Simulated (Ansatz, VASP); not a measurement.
# GaN in VASP and in Ansatz

POSCAR

```
GaN
1.0
    3.1830984331      0.0000000000      0.0000000000
   -1.5915492166      2.7566441058      0.0000000000
    0.0000000000      0.0000000000      5.1835962460
Ga N
2 2
Direct
    0.2862094372      0.6666666667      0.9991101048
    0.6195427705      0.3333333333      0.4991101048
    0.3333333333      0.6666666667      0.3758898952
    0.6666666667      0.3333333333      0.8758898952
```

File INCAR.step1:

```
SYSTEM = GaN
PREC = Accurate ; ENCUT = 520
ISMEAR = 0 ; SIGMA = 0.05
LREAL = .FALSE. ; LASPH = .TRUE.
NELM = 100 ; NBANDS = 26
GGA = PE ; ALGO = Normal
EDIFF = 1E-4 ; LWAVE = .TRUE.
LCHARG = .FALSE.
```

File INCAR.step2:

```
SYSTEM = GaN
PREC = Accurate ; ENCUT = 520
EDIFF = 1E-6 ; ISMEAR = 0
SIGMA = 0.05 ; LREAL = .FALSE.
LASPH = .TRUE. ; NELM = 100
ALGO = Normal ; ISIF = 2
LWAVE = .FALSE. ; LCHARG = .FALSE.
METAGGA = R2SCAN ; LMIXTAU = .TRUE.
NBANDS = 26 ; ISTART = 1
```

KPOINTS

```
regular mesh
0
G
  12 12 6
  0 0 0
```

Input for Ansatz:

```yaml
crystal:
  lattice:
    - [3.1830984331, 0.0, 0.0]
    - [-1.5915492166, 2.7566441058, 0.0]
    - [0.0, 0.0, 5.183596246]
  atoms:
    - { symbol: Ga, position: [0.2862094372, 0.6666666667, 0.9991101048] }
    - { symbol: Ga, position: [0.6195427705, 0.3333333333, 0.4991101048] }
    - { symbol: "N", position: [0.3333333333, 0.6666666667, 0.3758898952] }
    - { symbol: "N", position: [0.6666666667, 0.3333333333, 0.8758898952] }
basis:
  ecutwfc: 500
kpoints:
  mp_grid: { grid: [12, 12, 6] }
hamiltonian:
  xc: r2scan
scf:
  occupations: { method: gaussian, width: 0.05 }
output:
  forces: true
  stress: true
  eigenvalues: true
```

Change from the starting cell: all Ga atoms moved -0.150 Å, as atom 1 along Cartesian [1 0 0].

Alike in both runs: task single point; functional r2SCAN; k mesh 12 × 12 × 6; occupations gaussian, width 0.05 eV; no spin polarisation.

|  | VASP | Ansatz |
| --- | --- | --- |
| version | VASP 6.6.1 | Ansatz 0.2.0 |
| potentials or method | VASP PAW PBE potentials, release 64 (Ga_d, N), cutoff 520 eV | scalar-relativistic, plane waves, PAW |
| valence electrons in the cell | 36 | 36 |

|  | VASP | Ansatz | Ansatz less VASP |
| --- | --- | --- | --- |
| gap on the k mesh at the Fermi level (eV) | 2.18 | 2.19 | +0.002 |
| least direct gap on the mesh (eV) | 2.18 | 2.19 | +0.002 |
| pressure (GPa) | 3.5 | 2.5 | -1.08 |
| traceless stress, the component that is largest in VASP (GPa) | 6.34 | 6.06 | -0.274 |
| rms of the force components (eV/Å) | 1.256 | 1.236 | -0.0197 |

VASP's potentials were made for PBE, not for r2SCAN. Atom by atom the forces differ by 0.020 eV/Å (rms over components).
